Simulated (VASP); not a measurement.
# Zn (Im-3m) in VASP: notebook, part 2 of 2

VASP 6.6.1. Earlier steps stand in the parts before.

## Step 4: Relaxation of cell and atoms, PBE

This run uses another cell than the first one, of 15.15 Å³/atom, 0.986 times its volume.

INCAR

```
SYSTEM = Zn
PREC = Accurate
ENCUT = 600
EDIFF = 1E-7
ISMEAR = -1
SIGMA = 0.05
LREAL = .False.
LASPH = .True.
NELM = 100
ALGO = Normal
ISIF = 3
LWAVE = .False.
LCHARG = .False.
GGA = PE
IBRION = 2
NSW = 60
EDIFFG = -0.005
```

KPOINTS

```
regular mesh
0
Gamma
  18 18 18
  0 0 0
```

POSCAR

```
Zn
1.0
   -1.5589149808      1.5589149808      1.5589149808
    1.5589149808     -1.5589149808      1.5589149808
    1.5589149808      1.5589149808     -1.5589149808
Zn
1
Direct
    0.0000000000      0.0000000000      0.0000000000
```

Potentials or basis: VASP PAW PBE potentials, release 64 (Zn).

Launch:

```bash
> cat potpaw_PBE.64/Zn/POTCAR > POTCAR
> mpirun -np 1 vasp_std > vasp.out
```

OUTCAR:

```text
SYSTEM = Zn
   PREC = Accurate
   ENCUT = 600
   EDIFF = 1E-7
   ISMEAR = -1
   LREAL = .False.
   LASPH = .True.
   NELM = 100
   ISIF = 3
   GGA = PE
   IBRION = 2
   NSW = 60
   EDIFFG = -0.005

 ion  position               nearest neighbor table
   1  0.000  0.000  0.000-

  LATTYP: Found a body centered cubic cell.
 ALAT       =     3.1178299616

  Lattice vectors:

 A1 = (  -1.5589149808,   1.5589149808,   1.5589149808)
 A2 = (   1.5589149808,  -1.5589149808,   1.5589149808)
 A3 = (   1.5589149808,   1.5589149808,  -1.5589149808)

Analysis of symmetry for initial positions (statically):
=====================================================================
 Subroutine PRICEL returns:
 Original cell was already a primitive cell.

 Routine SETGRP: Setting up the symmetry group for a
 body centered cubic supercell.

 Subroutine GETGRP returns: Found 48 space group operations
[... 9 lines left out ...]

 Routine SETGRP: Setting up the symmetry group for a
 body centered cubic supercell.

 Subroutine GETGRP returns: Found 48 space group operations
[... 11 lines left out ...]
                                     Primitive cell

  volume of cell :      15.1540

  direct lattice vectors                    reciprocal lattice vectors
    -1.558914981  1.558914981  1.558914981     0.000000000  0.320735900  0.320735900
     1.558914981 -1.558914981  1.558914981     0.320735900  0.000000000  0.320735900
     1.558914981  1.558914981 -1.558914981     0.320735900  0.320735900  0.000000000

  length of vectors
     2.700119951  2.700119951  2.700119951     0.453589060  0.453589060  0.453589060

  position of ions in fractional coordinates (direct lattice)
     0.000000000  0.000000000  0.000000000

  ion indices of the primitive-cell ions
   primitive index   ion index
                 1           1
[... 97 lines left out ...]
   GGA     = PE    functional components
   LHFCALC =     F    Hartree Fock is set to
   AEXX    =    0.0000 exact exchange contribution
   IVDW    =     0    specifies the selected vdW correction
   LEPSILON=     F    determine dielectric tensor
   LRPA    =     F    only Hartree local field effects (RPA)
 conjugate gradient relaxation of ions
 non-spin polarized calculation
  energy-cutoff  :      600.00
  volume of cell :       15.15
 maximum number of plane-waves:       531
 NGX is ok and might be reduce to    24
   NGX = 11   NGY = 11   NGZ = 11

--------------------------------------- Ionic step        1  -------------------------------------------

 number of electron      11.9999991 magnetization

 Free energy of the ion-electron system (eV)
  ---------------------------------------------------
  ext. energy  EPLUGINS =         0.00000000
  ---------------------------------------------------
  free energy    TOTEN  =        -1.02252044 eV

  energy without entropy =       -1.02025866  energy(sigma->0) =       -1.02138955

------------------------ aborting loop because EDIFF is reached ----------------------------------------

  FORCE on cell =-STRESS in cart. coord.  units (eV):
  Direction    XX          YY          ZZ          XY          YZ          ZX
  --------------------------------------------------------------------------------------
  -------------------------------------------------------------------------------------
  Total        0.1117132      0.1117132      0.1117132     -0.0000000     -0.0000000     -0.0000000
  in kB       11.8110256     11.8110256     11.8110256     -0.0000000     -0.0000000     -0.0000000
  external PRESSURE =      11.8110256 kB  Pullay stress =       0.0000000 kB
[... 57 lines left out ...]
--------------------------------------- Ionic step        3  -------------------------------------------

 number of electron      11.9999994 magnetization

 Free energy of the ion-electron system (eV)
  ---------------------------------------------------
  ext. energy  EPLUGINS =         0.00000000
  ---------------------------------------------------
  free energy    TOTEN  =        -1.02345921 eV

  energy without entropy =       -1.02116050  energy(sigma->0) =       -1.02230985

 E-fermi :   3.0924     XC(G=0): -11.4936

 val. band max:        3.0440907925   @ k =   0.3889   0.1667   0.0000
 cond. band min:       3.1056283286   @ k =   0.2778   0.2778   0.1111
 fundamental gap:      0.0615375362
 Fermi energy:         3.0924312654

 k-point     1 :       0.0000    0.0000    0.0000
  band No.  band energies     occupation
      1      -7.2506      2.00000
      2      -4.6598      2.00000
      3      -4.6598      2.00000
      4      -4.6598      2.00000
      5      -4.1617      2.00000
      6      -4.1617      2.00000
      7      22.0953      0.00000
      8      22.0953      0.00000
      9      22.0953      0.00000
     10      23.8302      0.00000
[... 287 lines left out ...]
 k-point    24 :       0.3889    0.1111    0.0000
  band No.  band energies     occupation
      1      -5.2024      2.00000
      2      -4.9234      2.00000
      3      -4.2118      2.00000
      4      -4.1841      2.00000
      5      -3.9543      2.00000
      6      -0.2072      2.00000
      7       3.5933      0.00009
      8      11.8586      0.00000
      9      14.9194      0.00000
     10      19.9887      0.00000

 [... further k-points ...]
[... 5 lines left out ...]
  --------------------------------------------------------------------------------------
  -------------------------------------------------------------------------------------
  Total       -0.0014103     -0.0014103     -0.0014103     -0.0000000     -0.0000000     -0.0000000
  in kB       -0.1465217     -0.1465217     -0.1465217     -0.0000000     -0.0000000     -0.0000000
  external PRESSURE =      -0.1465217 kB  Pullay stress =       0.0000000 kB
[... 16 lines left out ...]
  FREE ENERGIE OF THE ION-ELECTRON SYSTEM (eV)
  ---------------------------------------------------
  free  energy   TOTEN  =        -1.0234592083 eV

  energy  without entropy=       -1.0211605004  energy(sigma->0) =       -1.02230985

 reached required accuracy - stopping structural energy minimisation
```

OSZICAR:

```text
N       E                     dE             d eps       ncg     rms          rms(c)
DAV:   1     0.365302996359E+02    0.36530E+02   -0.74012E+03  3980   0.206E+03
DAV:   2    -0.375009632531E+00   -0.36905E+02   -0.35335E+02  3958   0.212E+02
DAV:   3    -0.111856151633E+01   -0.74355E+00   -0.74258E+00  4400   0.326E+01
[... 21 lines left out ...]
DAV:   2    -0.102349932350E+01    0.30203E-03   -0.14941E-03  4330   0.869E-01    0.426E-02
DAV:   3    -0.102347115326E+01    0.28170E-04   -0.15279E-05  4196   0.751E-02    0.230E-02
DAV:   4    -0.102345895475E+01    0.12199E-04   -0.39324E-06  5426   0.319E-02    0.705E-04
DAV:   5    -0.102345911663E+01   -0.16189E-06   -0.11371E-07  2760   0.349E-03    0.215E-04
DAV:   6    -0.102345920834E+01   -0.91710E-07   -0.72064E-09  1998   0.110E-03
   3 F= -.10234592E+01 E0= -.10223099E+01  d E =-.938766E-03
```

CONTCAR:

```text
Zn
   1.00000000000000
    -1.5680374903815135    1.5680374903815135    1.5680374903815135
     1.5680374903815135   -1.5680374903815135    1.5680374903815135
     1.5680374903815135    1.5680374903815135   -1.5680374903815135
  Zn
     1
Direct
     0.0000000000000000    0.0000000000000000    0.0000000000000000

  0.00000000E+00  0.00000000E+00  0.00000000E+00
```

Run time: 20 s. Hardware: 1 thread of Intel Xeon 6975P-C (Granite Rapids), shared host; peak memory 0.17 GiB.

What came out:

```
Free energy                            : -1.0235 eV
Relaxed volume                         : 15.42 Å³/atom
Relaxed cell                           : a = 2.716 Å, b = 2.716 Å, c = 2.716 Å, α = 109.47°, β = 109.47°, γ = 109.47°
Space group after relaxing (to 0.05 Å) : Im-3m (No. 229)
Energy gained by relaxing              : 0.9 meV/atom
Ionic steps                            : 3
Pressure after relaxing                : 0.0 GPa
Band gap on the k mesh                 : zero (band 6 reaches 7.29 eV, above the bottom of band 7 at 2.11 eV)
```

The path:
```csv
step,energy change (eV),largest force (eV/Å),pressure (GPa),volume (Å³)
1,0.0000,0.0000,1.18,15.15
2,-0.0009,0.0000,0.08,15.40
3,-0.0009,0.0000,-0.01,15.42
```

Final structure:
```
Zn
1.0
    -1.56804    1.56804    1.56804
     1.56804   -1.56804    1.56804
     1.56804    1.56804   -1.56804
Zn
1
Direct
  0.00000 0.00000 0.00000
```

## Step 5: Relaxation of cell and atoms, PBE

INCAR

```
SYSTEM = Zn
  PREC = Accurate
  ENCUT = 600
  EDIFF = 1E-7
  ISMEAR = -1
  SIGMA = 0.05
  LREAL = .False.
  LASPH = .True.
  NELM = 60
  ALGO = Normal
  ISIF = 3
  LWAVE = .False.
  LCHARG = .False.
  GGA = PE
  IBRION = 2
  NSW = 45
  EDIFFG = -0.005
```

KPOINTS is that of step 4.

POSCAR

```
Zn
1.0
   -1.5660468108      1.5660468108      1.5660468108
    1.5660468108     -1.5660468108      1.5660468108
    1.5660468108      1.5660468108     -1.5660468108
Zn
1
Direct
    0.0000000000      0.0000000000      0.0000000000
```

Potentials or basis: VASP PAW PBE potentials, release 64 (Zn).

Launch:

```bash
> cat potpaw_PBE.64/Zn/POTCAR > POTCAR
> mpirun -np 1 vasp_std > vasp.out
```

OUTCAR:

```text
SYSTEM = Zn
   PREC = Accurate
   ENCUT = 600
   EDIFF = 1E-7
   ISMEAR = -1
   LREAL = .False.
   LASPH = .True.
   NELM = 60
   ISIF = 3
   GGA = PE
   IBRION = 2
   NSW = 45
   EDIFFG = -0.005

 ion  position               nearest neighbor table
   1  0.000  0.000  0.000-

  LATTYP: Found a body centered cubic cell.
 ALAT       =     3.1320936216

  Lattice vectors:

 A1 = (  -1.5660468108,   1.5660468108,   1.5660468108)
 A2 = (   1.5660468108,  -1.5660468108,   1.5660468108)
[... 531 lines left out ...]
      4      -4.1812      2.00000
      5      -3.9511      2.00000
      6      -0.2047      2.00000
      7       3.5981      0.00009
      8      11.8661      0.00000
      9      14.9277      0.00000
     10      19.9986      0.00000

 [... further k-points ...]
[... 5 lines left out ...]
  --------------------------------------------------------------------------------------
  -------------------------------------------------------------------------------------
  Total        0.0019281      0.0019281      0.0019281      0.0000000      0.0000000      0.0000000
  in kB        0.2004311      0.2004311      0.2004311      0.0000000      0.0000000      0.0000000
  external PRESSURE =       0.2004311 kB  Pullay stress =       0.0000000 kB

 VOLUME and BASIS-vectors are now :
 -----------------------------------------------------------------------------
  energy-cutoff  :      600.00
  volume of cell :       15.41
      direct lattice vectors                 reciprocal lattice vectors
    -1.567737682  1.567737682  1.567737682     0.000000000  0.318930906  0.318930906
     1.567737682 -1.567737682  1.567737682     0.318930906  0.000000000  0.318930906
     1.567737682  1.567737682 -1.567737682     0.318930906  0.318930906  0.000000000

 POSITION                                       TOTAL-FORCE (eV/Angst)
 -----------------------------------------------------------------------------------
      0.00000      0.00000      0.00000         0.000000      0.000000     -0.000000
 -----------------------------------------------------------------------------------
    total drift:                                0.000000      0.000000     -0.000000

  FREE ENERGIE OF THE ION-ELECTRON SYSTEM (eV)
  ---------------------------------------------------
  free  energy   TOTEN  =        -1.0235481303 eV

  energy  without entropy=       -1.0212512466  energy(sigma->0) =       -1.02239969

 reached required accuracy - stopping structural energy minimisation
```

OSZICAR:

```text
N       E                     dE             d eps       ncg     rms          rms(c)
DAV:   1     0.380542004612E+02    0.38054E+02   -0.75723E+03  3956   0.209E+03
DAV:   2    -0.323177793662E+00   -0.38377E+02   -0.36662E+02  3932   0.218E+02
DAV:   3    -0.111608802907E+01   -0.79291E+00   -0.79180E+00  4432   0.335E+01
[... 13 lines left out ...]
DAV:   3    -0.102361242606E+01    0.15288E-03   -0.79889E-05  4202   0.170E-01    0.540E-02
DAV:   4    -0.102354744617E+01    0.64980E-04   -0.21556E-05  5424   0.748E-02    0.161E-03
DAV:   5    -0.102354791133E+01   -0.46515E-06   -0.63543E-07  4024   0.822E-03    0.618E-04
DAV:   6    -0.102354815162E+01   -0.24029E-06   -0.13641E-08  2188   0.175E-03    0.157E-04
DAV:   7    -0.102354813028E+01    0.21336E-07   -0.33721E-09  2056   0.641E-04
   2 F= -.10235481E+01 E0= -.10223997E+01  d E =-.362648E-04
```

CONTCAR:

```text
Zn
   1.00000000000000
    -1.5677376824977014    1.5677376824977014    1.5677376824977014
     1.5677376824977014   -1.5677376824977014    1.5677376824977014
     1.5677376824977014    1.5677376824977014   -1.5677376824977014
  Zn
     1
Direct
     0.0000000000000000    0.0000000000000000    0.0000000000000000

  0.00000000E+00  0.00000000E+00  0.00000000E+00
```

Run time: 16 s. Hardware: 1 thread of Intel Xeon 6975P-C (Granite Rapids), shared host; peak memory 0.17 GiB.

Results:

```
Free energy                            : -1.0235 eV
Relaxed volume                         : 15.41 Å³/atom
Relaxed cell                           : a = 2.715 Å, b = 2.715 Å, c = 2.715 Å, α = 109.47°, β = 109.47°, γ = 109.47°
Space group after relaxing (to 0.05 Å) : Im-3m (No. 229)
Energy gained by relaxing              : 0.0 meV/atom
Ionic steps                            : 2
Pressure after relaxing                : 0.0 GPa
Band gap on the k mesh                 : zero (band 6 reaches 7.29 eV, above the bottom of band 7 at 2.11 eV)
```

Final structure:
```
Zn
1.0
    -1.56774    1.56774    1.56774
     1.56774   -1.56774    1.56774
     1.56774    1.56774   -1.56774
Zn
1
Direct
  0.00000 0.00000 0.00000
```

## Step 6: Overview

```tsv
task	cell	cutoff (eV)	gap on the mesh (eV)	pressure (GPa)	relaxed volume (Å³/atom)
single point	a = 2.712 Å, angles 109.5°, 1 atom	520	none	0.3	-
single point	a = 2.733 Å, angles 109.5°, 1 atom	520	none	-1.1	-
relaxation of cell and atoms	relaxed from a = 2.700 Å, angles 109.5°, 1 atom	600	none	0.0	15.42
relaxation of cell and atoms	relaxed from a = 2.712 Å, angles 109.5°, 1 atom	600	none	0.0	15.41
```

Alike in all rows: level PBE; potentials or basis VASP PAW PBE potentials, release 64 (Zn); no spin polarisation; k mesh 18 × 18 × 18; smearing fermi-dirac 0.05 eV.

Absolute energies hang on the potentials; compare differences alone.
